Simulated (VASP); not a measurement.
Write the native input for VASP 6.6.1 that does the following.

| Item | Value |
| --- | --- |
| Task | single point |
| Functional | PBE |
| Potentials or basis | VASP PAW PBE potentials, release 64 (B, In_d, As) |
| Cutoff | 520 eV |
| k mesh | 12 × 12 × 4 |
| Occupations | fermi-dirac, width 0.02 eV |
| Spin | no spin polarisation |
| Dipole correction | no |
| Further INCAR settings | ALGO = Normal; EDIFF = 1e-06; NBANDS = 31 |

The structure of In2BAs3 lies in POSCAR:

```
In2BAs3
1.0
    4.0305726883      0.0000000000      0.0000000000
   -2.0152863442      3.4905783399      0.0000000000
    0.0000000000      0.0000000000     10.0536246539
B In As
1 2 3
Direct
    0.0000000000      0.0000000000      0.0083928154
    0.6666666667      0.3333333333      0.6856021449
    0.3333333333      0.6666666667      0.3193341573
    0.6666666667      0.3333333333      0.9469210140
    0.3333333333      0.6666666667      0.5773713367
    0.0000000000      0.0000000000      0.2123785316
```

The input as run:

INCAR

```
SYSTEM = In2BAs3
  PREC = Accurate
  ENCUT = 520
  EDIFF = 1E-6
  ISMEAR = -1
  SIGMA = 0.02
  LREAL = .False.
  LASPH = .True.
  NELM = 80
  ALGO = Normal
  ISIF = 2
  LWAVE = .False.
  LCHARG = .False.
  GGA = PE
  NBANDS = 31
```

KPOINTS

```
regular mesh
0
Gamma
  12 12 4
  0 0 0
```

Potentials or basis: VASP PAW PBE potentials, release 64 (B, In_d, As).

The run is started by

```bash
$ cat potpaw_PBE.64/B/POTCAR potpaw_PBE.64/In_d/POTCAR potpaw_PBE.64/As/POTCAR > POTCAR
$ mpirun -np 1 vasp_std > vasp.out
```

It gave:

```
Pressure               : 2.0 GPa
Largest force          : 0.152 eV/Å
Band gap on the k mesh : zero (bands 22 and 23 overlap by 0.27 eV)
```

Caveat: semilocal functionals underestimate gaps, so a narrow gap can read as zero; spin-orbit coupling is left out, which moves the levels of the heavy elements.

Wall time 3.4 min on 1 thread of AMD EPYC 9R14 (Zen 4) (shared host), peak memory 0.4 GiB.
